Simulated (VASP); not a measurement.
Write the native input for VASP 6.6.1 that does the following.

```yaml
Task: relaxation of cell and atoms
Functional: PBE
Potentials_or_basis: VASP PAW PBE potentials, release 64 (Ge_d, N_h)
Cutoff: 1330 eV
k_mesh: 4 × 4 × 4
Occupations: gaussian, width 0.1 eV
Spin: no spin polarisation
Dipole_correction: no
Further_INCAR_settings: ALGO = Normal; EDIFF = 1e-07; IBRION = 2; EDIFFG = -0.04; NSW = 90; ISIF = 3
```

The structure of Ge4N lies in POSCAR:

```
Ge4N
1.0
    4.3466120900      0.0000000000      0.0000000000
    0.0000000000      4.3466120900      0.0000000000
    0.0000000000      0.0000000000      4.7081998400
Ge N
4 1
Direct
    0.5000000000      0.0000000000      0.6420449200
    0.0000000000      0.5000000000      0.6420449200
    0.5000000000      0.0000000000      0.2585513200
    0.0000000000      0.5000000000      0.2585513200
    0.5000000000      0.5000000000      0.0830976900
```

The cell was generated, and may not be a known phase.

One way to write it, as run:

INCAR

```
SYSTEM = Ge4N
PREC = Accurate
ENCUT = 1330
EDIFF = 1E-7
ISMEAR = 0
SIGMA = 0.1
LREAL = .False.
LASPH = .True.
NELM = 120
ALGO = Normal
ISIF = 3
LWAVE = .False.
LCHARG = .False.
GGA = PE
IBRION = 2
NSW = 90
EDIFFG = -0.04
GGA_COMPAT = .False.
NELMIN = 4
```

KPOINTS

```
Automatic mesh
0
Gamma
  4 4 4
  0 0 0
```

Potentials or basis: VASP PAW PBE potentials, release 64 (Ge_d, N_h).

Launch:

```sh
$ cat potpaw_PBE.64/Ge_d/POTCAR potpaw_PBE.64/N_h/POTCAR > POTCAR
$ mpirun -np 1 vasp_std > vasp.out
```

It gave:

```
Relaxed volume                        : 19.65 Å³/atom
Relaxed cell                          : a = 3.836 Å, b = 3.836 Å, c = 6.679 Å, α = 90.00°, β = 90.00°, γ = 90.00°
Space group after relaxing (to 0.1 Å) : P4mm (No. 99)
Pressure after relaxing               : 0.3 GPa
Largest force after relaxing          : 0.023 eV/Å
Band gap on the k mesh                : zero (an odd number of electrons rules out a gap without spin polarisation)
```

Caveat: the k points lie up to 0.41 Å⁻¹ apart in the final cell, too coarse for converged energies and pressures of a metal; a cell axis changed by over 15 % at a fixed basis, so the end point is rough; an odd number of electrons without spin polarisation forces a metal; a magnetic or distorted state may lie lower.

Wall time 72 min on 1 thread of AMD EPYC 9R45 96-Core Processor (Zen 5) (shared host), peak memory 0.51 GiB.
